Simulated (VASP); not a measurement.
# GaN (F-43m) in VASP: settings compared

The runs below take GaN through single point, relaxation of cell and atoms, with LDA, PBEsol.

All numbers are computed with VASP 6.6.1; they aren't measurements. Logs are shortened: lines on timing, memory, paths and dates and some standing lists are left out, and cuts for length are marked.

**1. The cell of the first run**

The structure is cubic, space group F-43m (No. 216). The conventional cell has a = 4.455 Å, b = 4.455 Å, c = 4.455 Å, α = 90.00°, β = 90.00°, γ = 90.00°. Ga (site symmetry -43m) has 4 N at 1.93 Å within 2.6 Å. N (site symmetry -43m) has 4 Ga at 1.93 Å within 2.6 Å.

**2. Single point, LDA**

File INCAR:

```
SYSTEM = GaN
PREC = Accurate
ENCUT = 520
EDIFF = 1E-6
ISMEAR = -1
SIGMA = 0.05
LREAL = .FALSE.
LASPH = .TRUE.
NELM = 80
ALGO = Normal
ISIF = 2
LWAVE = .FALSE.
LCHARG = .FALSE.
NBANDS = 16
```

File KPOINTS:

```
regular mesh
0
G
  10 10 10
  0 0 0
```

File POSCAR:

```
GaN
1.0
    0.0000000000      2.2277008415      2.2277008415
    2.2277008415      0.0000000000      2.2277008415
    2.2277008415      2.2277008415      0.0000000000
Ga N
1 1
Direct
    0.0000000000      0.0000000000      0.0000000000
    0.2500000000      0.2500000000      0.2500000000
```

Potentials or basis: VASP PAW LDA potentials, release 64 (Ga_d, N).

On the command line:

```console
$ cat potpaw_LDA.64/Ga_d/POTCAR potpaw_LDA.64/N/POTCAR > POTCAR
$ mpirun -np 1 vasp_std > vasp.out
```

OUTCAR:

```text
SYSTEM = GaN
   PREC = Accurate
   ENCUT = 520
   EDIFF = 1E-6
   ISMEAR = -1
   LREAL = .FALSE.
   LASPH = .TRUE.
   NELM = 80
   ISIF = 2

 ion  position               nearest neighbor table
   1  0.000  0.000  0.000-   2 1.93   2 1.93   2 1.93   2 1.93
   2  0.250  0.250  0.250-   1 1.93   1 1.93   1 1.93   1 1.93

  LATTYP: Found a face centered cubic cell.
 ALAT       =     4.4554016830

  Lattice vectors:

 A1 = (   0.0000000000,   2.2277008415,   2.2277008415)
 A2 = (   2.2277008415,   0.0000000000,   2.2277008415)
 A3 = (   2.2277008415,   2.2277008415,   0.0000000000)

Analysis of symmetry for initial positions (statically):
=====================================================================
 Subroutine PRICEL returns:
 Original cell was already a primitive cell.

 Routine SETGRP: Setting up the symmetry group for a
 face centered cubic supercell.

 Subroutine GETGRP returns: Found 24 space group operations
 (whereof 24 operations were pure point group operations)
 out of a pool of 48 trial point group operations.

The static configuration has the point symmetry T_d .

Analysis of symmetry for dynamics (positions and initial velocities):
=====================================================================
 Subroutine PRICEL returns:
 Original cell was already a primitive cell.

 Routine SETGRP: Setting up the symmetry group for a
 face centered cubic supercell.

 Subroutine GETGRP returns: Found 24 space group operations
 (whereof 24 operations were pure point group operations)
 out of a pool of 48 trial point group operations.

The dynamic configuration has the point symmetry T_d .

 Subroutine INISYM returns: Found 24 space group operations
 (whereof 24 operations are pure point group operations),
 and found     1 'primitive' translations

----------------------------------------------------------------------------------------

                                     Primitive cell

  volume of cell :      22.1106

  direct lattice vectors                    reciprocal lattice vectors
     0.000000000  2.227700841  2.227700841    -0.224446654  0.224446654  0.224446654
     2.227700841  0.000000000  2.227700841     0.224446654 -0.224446654  0.224446654
     2.227700841  2.227700841  0.000000000     0.224446654  0.224446654 -0.224446654

  length of vectors
     3.150444743  3.150444743  3.150444743     0.388753008  0.388753008  0.388753008

  position of ions in fractional coordinates (direct lattice)
     0.000000000  0.000000000  0.000000000
     0.250000000  0.250000000  0.250000000

  ion indices of the primitive-cell ions
   primitive index   ion index
                 1           1
                 2           2

----------------------------------------------------------------------------------------

 KPOINTS: regular mesh

Automatic generation of k-mesh.
 Grid dimensions read from file:
 generate k-points for:   10   10   10

 Generating k-lattice:

  Cartesian coordinates                     Fractional coordinates (reciprocal lattice)
    -0.022444665  0.022444665  0.022444665     0.100000000  0.000000000  0.000000000
     0.022444665 -0.022444665  0.022444665     0.000000000  0.100000000  0.000000000
     0.022444665  0.022444665 -0.022444665     0.000000000  0.000000000  0.100000000

  Length of vectors
     0.038875301  0.038875301  0.038875301

  Shift w.r.t. Gamma in fractional coordinates (k-lattice)
     0.000000000  0.000000000  0.000000000

 Subroutine IBZKPT returns following result:
 ===========================================

 Found     47 irreducible k-points:

 Following reciprocal coordinates:
            Coordinates               Weight
  0.000000  0.000000  0.000000      1.000000
  0.100000  0.000000  0.000000      8.000000
  0.200000  0.000000  0.000000      8.000000
  0.300000  0.000000  0.000000      8.000000
  0.400000  0.000000  0.000000      8.000000
  0.500000  0.000000  0.000000      4.000000
[... 16 lines left out ...]
  0.300000  0.300000  0.000000      6.000000
  0.400000  0.300000  0.000000     24.000000
 [... further k-points ...]
   k-points           NKPTS =     47   k-points in BZ     NKDIM =     47   number of bands    NBANDS=     16
   number of dos      NEDOS =    301   number of ions     NIONS =      2
   total plane-waves  NPLWV =  13824
   dimension x,y,z NGX =    24 NGY =   24 NGZ =   24
   dimension x,y,z NGXF=    48 NGYF=   48 NGZF=   48
   ions per type =               1   1
   NGX,Y,Z   is equivalent  to a cutoff of  12.66, 12.66, 12.66 a.u.
   NGXF,Y,Z  is equivalent  to a cutoff of  25.33, 25.33, 25.33 a.u.
 SYSTEM =  GaN
   PREC   = accura    normal or accurate (medium, high low for compatibility)
   ISTART =      0    job   : 0-new  1-cont  2-samecut
   ICHARG =      2    charge: 1-file 2-atom 10-const
   ISPIN  =      1    spin polarized calculation?
   LNONCOLLINEAR =      F non collinear calculations
   LSORBIT =      F    spin-orbit coupling
   LASPH  =      T    aspherical Exc in radial PAW
   ENCUT  =  520.0 eV  38.22 Ry    6.18 a.u.   5.86  5.86  5.86*2*pi/ulx,y,z
   NELM   =     80;   NELMIN=  2; NELMDL= -5     # of ELM steps
   EDIFF  = 0.1E-05   stopping-criterion for ELM
   LREAL  =      F    real-space projection
   EDIFFG = 0.1E-04   stopping-criterion for IOM
   NSW    =      0    number of steps for IOM
   IBRION =     -1    ionic relax: 0-MD 1-quasi-New 2-CG
   NFREE  =      0    steps in history (QN), initial steepest desc. (CG)
   ISIF   =      2    stress and relaxation
   ISYM   =      2    0-nonsym 1-usesym 2-fastsym
   POTIM  = 0.5000    time-step for ionic-motion
   TEBEG  =    0.0;   TEEND  =   0.0 temperature during run
   PSTRESS=    0.0 pullay stress
   NELECT =      18.0000    total number of electrons
   NUPDOWN=      -1.0000    fix difference up-down
   EMIN   =  10.00;   EMAX   =-10.00  energy-range for DOS
   EFERMI =   0.00;   METHOD = LEGACY
   ISMEAR =    -1;   SIGMA  =   0.05  broadening in eV -4-tet -1-fermi 0-gaus
   EFERMI_NEDOS =   21; number of points for ismear=-14 and -15
   IALGO  =     38    algorithm
   IMIX   =      4    mixing-type and parameters
     AMIX     =   0.40;   BMIX     =  1.00
     AMIX_MAG =   1.60;   BMIX_MAG =  1.00
  volume/ion in A,a.u.               =      11.06        74.60
  Fermi-wavevector in a.u.,A,eV,Ry     =   1.528617  2.888668 31.792341  2.336671
  Thomas-Fermi vector in A             =   2.636351
   LORBIT       =      0    0 simple, 1 ext, 2 COOP (PROOUT), +10 PAW based schemes
   GGA     = CA    functional components
   LHFCALC =     F    Hartree Fock is set to
   AEXX    =    0.0000 exact exchange contribution
   IVDW    =     0    specifies the selected vdW correction
   LEPSILON=     F    determine dielectric tensor
   LRPA    =     F    only Hartree local field effects (RPA)
 non-spin polarized calculation
  energy-cutoff  :      520.00
  volume of cell :       22.11
 maximum number of plane-waves:       610
   NGX = 11   NGY = 11   NGZ = 11

 number of electron      18.0000015 magnetization

 Free energy of the ion-electron system (eV)
  ---------------------------------------------------
  ext. energy  EPLUGINS =         0.00000000
  ---------------------------------------------------
  free energy    TOTEN  =       -13.94379212 eV

  energy without entropy =      -13.94379212  energy(sigma->0) =      -13.94379212

 E-fermi :   6.3591     XC(G=0): -12.3037

 val. band max:        5.4192788945   @ k =   0.0000   0.0000   0.0000
 cond. band min:       7.3913220610   @ k =   0.0000   0.0000   0.0000
 fundamental gap:      1.9720431665
 Fermi energy:         6.3590916538

 k-point     1 :       0.0000    0.0000    0.0000
  band No.  band energies     occupation
      1     -10.6885      2.00000
      2      -8.1711      2.00000
      3      -8.1711      2.00000
      4      -8.1711      2.00000
      5      -7.8169      2.00000
      6      -7.8169      2.00000
[... 8 lines left out ...]
     15      24.3619      0.00000
     16      24.3619      0.00000

 k-point     2 :       0.1000    0.0000    0.0000
  band No.  band energies     occupation
      1     -10.5687      2.00000
      2      -8.1561      2.00000
      3      -8.1561      2.00000
      4      -8.1332      2.00000
      5      -7.8184      2.00000
      6      -7.8184      2.00000
[... 8 lines left out ...]
     15      23.0800      0.00000
     16      23.0800      0.00000

 k-point     3 :       0.2000    0.0000    0.0000
  band No.  band energies     occupation
      1     -10.2669      2.00000
      2      -8.1213      2.00000
      3      -8.1213      2.00000
      4      -7.9673      2.00000
      5      -7.8173      2.00000
      6      -7.8173      2.00000
[... 8 lines left out ...]
     15      22.3048      0.00000
     16      22.3048      0.00000

 k-point     4 :       0.3000    0.0000    0.0000
  band No.  band energies     occupation
      1      -9.9491      2.00000
      2      -8.0904      2.00000
      3      -8.0904      2.00000
      4      -7.8023      2.00000
      5      -7.8023      2.00000
      6      -7.5419      2.00000
[... 8 lines left out ...]
     15      22.8133      0.00000
     16      22.8133      0.00000

 k-point     5 :       0.4000    0.0000    0.0000
  band No.  band energies     occupation
      1      -9.7648      2.00000
      2      -8.0773      2.00000
      3      -8.0773      2.00000
      4      -7.7774      2.00000
      5      -7.7774      2.00000
      6      -6.8595      2.00000
[... 8 lines left out ...]
     15      24.2579      0.00000
     16      24.2579      0.00000

 k-point     6 :       0.5000    0.0000    0.0000
  band No.  band energies     occupation
      1      -9.7132      2.00000
      2      -8.0750      2.00000
      3      -8.0750      2.00000
      4      -7.7648      2.00000
      5      -7.7648      2.00000
      6      -6.4379      2.00000
[... 8 lines left out ...]
     15      25.2913      0.00000
     16      25.2913      0.00000
[... 267 lines left out ...]
 k-point    21 :      -0.3000    0.2000    0.0000
  band No.  band energies     occupation
      1      -9.6905      2.00000
      2      -8.0658      2.00000
      3      -8.0155      2.00000
      4      -7.8250      2.00000
      5      -7.8239      2.00000
      6      -6.7201      2.00000
[... 8 lines left out ...]
     15      22.8788      0.00000
     16      26.2922      0.00000

 k-point    22 :      -0.2000    0.2000    0.0000
  band No.  band energies     occupation
      1      -9.8516      2.00000
      2      -8.0737      2.00000
      3      -8.0560      2.00000
      4      -7.8424      2.00000
      5      -7.8361      2.00000
      6      -7.3458      2.00000
[... 8 lines left out ...]
     15      22.9179      0.00000
     16      26.2102      0.00000

 k-point    23 :       0.3000    0.3000    0.0000
  band No.  band energies     occupation
      1      -9.7602      2.00000
      2      -8.0183      2.00000
      3      -7.9613      2.00000
      4      -7.9613      2.00000
      5      -7.7612      2.00000
      6      -7.3300      2.00000
[... 8 lines left out ...]
     15      27.7314      0.00000
     16      28.3190      0.00000

 k-point    24 :       0.4000    0.3000    0.0000
  band No.  band energies     occupation
      1      -9.6406      2.00000
      2      -8.0367      2.00000
      3      -7.9240      2.00000
      4      -7.9227      2.00000
      5      -7.7500      2.00000
      6      -6.8253      2.00000
[... 8 lines left out ...]
     15      28.1210      0.00000
     16      28.1549      0.00000

 [... further k-points ...]
[... 5 lines left out ...]
  --------------------------------------------------------------------------------------
  -------------------------------------------------------------------------------------
  Total        0.1548271      0.1548271      0.1548271      0.0000000      0.0000000      0.0000000
  in kB       11.2190739     11.2190739     11.2190739      0.0000000      0.0000000      0.0000000
  external PRESSURE =      11.2190739 kB  Pullay stress =       0.0000000 kB

 VOLUME and BASIS-vectors are now :
 -----------------------------------------------------------------------------
  energy-cutoff  :      520.00
  volume of cell :       22.11
      direct lattice vectors                 reciprocal lattice vectors
     0.000000000  2.227700841  2.227700841    -0.224446654  0.224446654  0.224446654
     2.227700841  0.000000000  2.227700841     0.224446654 -0.224446654  0.224446654
     2.227700841  2.227700841  0.000000000     0.224446654  0.224446654 -0.224446654

 POSITION                                       TOTAL-FORCE (eV/Angst)
 -----------------------------------------------------------------------------------
      0.00000      0.00000      0.00000        -0.000000     -0.000000     -0.000000
      1.11385      1.11385      1.11385         0.000000      0.000000      0.000000
 -----------------------------------------------------------------------------------
    total drift:                                0.000002      0.000002      0.000002

  FREE ENERGIE OF THE ION-ELECTRON SYSTEM (eV)
  ---------------------------------------------------
  free  energy   TOTEN  =       -13.9437921219 eV

  energy  without entropy=      -13.9437921218  energy(sigma->0) =      -13.94379212
```

Run time: 7.2 s. Hardware: 1 thread of Intel Xeon Platinum 8488C (Sapphire Rapids), shared host; peak memory 0.13 GiB.

What came out:

| Property | Result |
| --- | --- |
| Free energy | -13.9438 eV |
| Pressure | 1.1 GPa |
| Band gap on the k mesh | 1.97 eV, direct |

(Continued in part 2 of 2.)
